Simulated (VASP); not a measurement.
# H2Os (Cmmm) in VASP: further runs, part 2 of 2

VASP 6.6.1. Earlier steps stand in the parts before.

### Step 4. Single point, PBE

This run uses another cell than the first one, of 14.74 Å³/atom.

INCAR reads:

```
SYSTEM = H2Os
PREC = Accurate
ENCUT = 520
EDIFF = 1E-6
ISMEAR = 0
SIGMA = 0.1
LREAL = .False.
LASPH = .True.
NELM = 100
ALGO = Normal
ISIF = 2
LWAVE = .False.
LCHARG = .False.
GGA = PE
NBANDS = 12
```

KPOINTS reads:

```
Automatic mesh
0
Gamma
  6 6 4
  0 0 0
```

POSCAR reads:

```
H2Os
1.0
    2.0702902700     -2.1104435100      0.0000000000
    2.0702902700      2.1104435100      0.0000000000
    0.0000000000      0.0000000000      5.0599649000
H Os
2 1
Direct
    0.8238114600      0.1761885400      0.5000000000
    0.1761885400      0.8238114600      0.5000000000
    0.5000000000      0.5000000000      0.5000000000
```

Potentials or basis: VASP PAW PBE potentials, release 64 (H, Os).

Command:

```sh
$ cat potpaw_PBE.64/H/POTCAR potpaw_PBE.64/Os/POTCAR > POTCAR
$ mpirun -np 1 vasp_std > vasp.out
```

OUTCAR:

```text
SYSTEM = H2Os
   PREC = Accurate
   ENCUT = 520
   EDIFF = 1E-6
   ISMEAR = 0
   LREAL = .False.
   LASPH = .True.
   NELM = 100
   ISIF = 2
   GGA = PE

 ion  position               nearest neighbor table
   1  0.824  0.176  0.500-   3 1.37
   2  0.176  0.824  0.500-   3 1.37
   3  0.500  0.500  0.500-   1 1.37   2 1.37

  LATTYP: Found a base centered orthorhombic cell.
 ALAT       =     4.1405805400
 B/A-ratio  =     1.0193949808
 C/A-ratio  =     1.2220423806

  Lattice vectors:

 A1 = (   2.0702902700,  -2.1104435100,   0.0000000000)
 A2 = (   2.0702902700,   2.1104435100,   0.0000000000)
 A3 = (   0.0000000000,   0.0000000000,   5.0599649000)

Analysis of symmetry for initial positions (statically):
=====================================================================
 Subroutine PRICEL returns:
 Original cell was already a primitive cell.

 Routine SETGRP: Setting up the symmetry group for a
 base centered orthorhombic supercell.

 Subroutine GETGRP returns: Found  8 space group operations
 (whereof  8 operations were pure point group operations)
 out of a pool of  8 trial point group operations.

The static configuration has the point symmetry D_2h.

Analysis of symmetry for dynamics (positions and initial velocities):
=====================================================================
 Subroutine PRICEL returns:
 Original cell was already a primitive cell.

 Routine SETGRP: Setting up the symmetry group for a
 base centered orthorhombic supercell.

 Subroutine GETGRP returns: Found  8 space group operations
 (whereof  8 operations were pure point group operations)
 out of a pool of  8 trial point group operations.

The dynamic configuration has the point symmetry D_2h.

 Subroutine INISYM returns: Found  8 space group operations
 (whereof  8 operations are pure point group operations),
 and found     1 'primitive' translations

----------------------------------------------------------------------------------------
[... 125 lines left out ...]
   LRPA    =     F    only Hartree local field effects (RPA)
 non-spin polarized calculation
 Gauss-broadening in eV      SIGMA  =   0.10
  energy-cutoff  :      520.00
  volume of cell :       44.22
 maximum number of plane-waves:      1215
 NGX is ok and might be reduce to    24
   NGX = 11   NGY = 11   NGZ = 19

 number of electron      10.0000001 magnetization

 Free energy of the ion-electron system (eV)
  ---------------------------------------------------
  ext. energy  EPLUGINS =         0.00000000
  ---------------------------------------------------
  free energy    TOTEN  =       -11.07541137 eV

  energy without entropy =      -11.05432434  energy(sigma->0) =      -11.06486785

 E-fermi :  -0.2317     XC(G=0):  -8.1103

 val. band max:       -0.2787376271   @ k =   0.5000   0.1667   0.2500
 cond. band min:      -0.2310954195   @ k =  -0.3333   0.1667   0.5000
 fundamental gap:      0.0476422075
 Fermi energy:        -0.2316682197

 k-point     1 :       0.0000    0.0000    0.0000
  band No.  band energies     occupation
      1     -10.9399      2.00000
      2      -3.9414      2.00000
      3      -1.8985      2.00000
      4      -0.3867      1.97163
      5       0.0260      0.00027
      6       0.4524      0.00000
      7       2.5680      0.00000
      8       3.0905      0.00000
      9       6.8197      0.00000
     10      12.9687      0.00000
     11      14.3237      0.00000
     12      17.1978      0.00000
[... 331 lines left out ...]
 k-point    24 :       0.5000    0.3333    0.2500
  band No.  band energies     occupation
      1      -9.0335      2.00000
      2      -2.7535      2.00000
      3      -1.9499      2.00000
      4      -1.1548      2.00000
      5      -0.0310      0.00453
      6       0.8664      0.00000
      7       3.3552      0.00000
      8       8.2533      0.00000
      9       8.7058      0.00000
     10       9.6183      0.00000
     11      10.6190      0.00000
     12      12.1089      0.00000

 [... further k-points ...]

------------------------ aborting loop because EDIFF is reached ----------------------------------------

  FORCE on cell =-STRESS in cart. coord.  units (eV):
  Direction    XX          YY          ZZ          XY          YZ          ZX
  --------------------------------------------------------------------------------------
  -------------------------------------------------------------------------------------
  Total       -7.0791096     23.8507595     -0.3475204      0.0000000      0.0000000      0.0000000
  in kB     -256.5114427    864.2319601    -12.5923983      0.0000000      0.0000000      0.0000000
  external PRESSURE =     198.3760397 kB  Pullay stress =       0.0000000 kB

 VOLUME and BASIS-vectors are now :
 -----------------------------------------------------------------------------
  energy-cutoff  :      520.00
  volume of cell :       44.22
      direct lattice vectors                 reciprocal lattice vectors
     2.070290270 -2.110443510  0.000000000     0.241512027 -0.236917026  0.000000000
     2.070290270  2.110443510  0.000000000     0.241512027  0.236917026  0.000000000
     0.000000000  0.000000000  5.059964900     0.000000000  0.000000000  0.197629829

 POSITION                                       TOTAL-FORCE (eV/Angst)
 -----------------------------------------------------------------------------------
      2.07029     -1.36677      2.52998        -0.000000     -9.828550     -0.000000
      2.07029      1.36677      2.52998        -0.000000      9.828550      0.000000
      2.07029      0.00000      2.52998         0.000000      0.000000     -0.000000
 -----------------------------------------------------------------------------------
    total drift:                                0.000000     -0.000000     -0.000000

  FREE ENERGIE OF THE ION-ELECTRON SYSTEM (eV)
  ---------------------------------------------------
  free  energy   TOTEN  =       -11.0754113680 eV

  energy  without entropy=      -11.0543243402  energy(sigma->0) =      -11.06486785
```

It took 28 s on 1 thread of Intel Xeon 8259CL, shared host; peak memory 0.17 GiB.

What came out:

```yaml
Free_energy: -11.0754 eV
Pressure: 19.8 GPa
Largest_force: 9.829 eV/Å
Band_gap_on_the_k_mesh: zero (bands 5 and 6 overlap by 0.62 eV)
```

Forces in eV/Å, atoms in the order of the input:
```
H    0.000 -9.829  0.000
H    0.000  9.829  0.000
Os   0.000  0.000  0.000
```

Stress tensor (GPa, compression positive):
```
-25.65   0.00   0.00
  0.00  86.42   0.00
  0.00   0.00  -1.26
```

Caveat: the stress differs along the axes, from -26 to 86 GPa; spin-orbit coupling is left out, which moves the levels of the heavy elements; forces of over 1 eV/Å act on the atoms, so gaps and moduli don't describe the material at rest.

### Step 5. The runs side by side

| cell | k mesh | gap on the mesh (eV) | pressure (GPa) | largest force (eV/Å) |
| --- | --- | --- | --- | --- |
| a = 3.085, b = 3.085, c = 2.506 Å, angles 90.0, 90.0, 108.6°, 3 atoms, atomic positions A | 6 × 6 × 4 | none | 0.4 | 0.02 |
| a = 3.036, b = 3.036, c = 2.598 Å, angles 90.0, 90.0, 106.8°, 3 atoms, atomic positions B | 6 × 6 × 6 | none | 0.5 | 0.02 |
| a = 2.956, b = 2.956, c = 5.060 Å, angles 90.0, 90.0, 91.1°, 3 atoms, atomic positions C | 6 × 6 × 4 | none | 19.8 | 9.83 |

Alike in all rows: task single point; level PBE; potentials or basis VASP PAW PBE potentials, release 64 (H, Os); no spin polarisation; cutoff (eV) 520; smearing gaussian 0.1 eV.

Caveats: some runs use coarse meshes; spin-orbit coupling is left out, which moves the levels of the heavy elements; the stress differs along the axes, from -26 to 86 GPa (at least some runs); forces of over 1 eV/Å act on the atoms, so gaps and moduli don't describe the material at rest (at least some runs).

Absolute energies hang on the potentials; compare differences alone.

The gap in the log of VASP goes by the Fermi energy; the results here count the filled bands.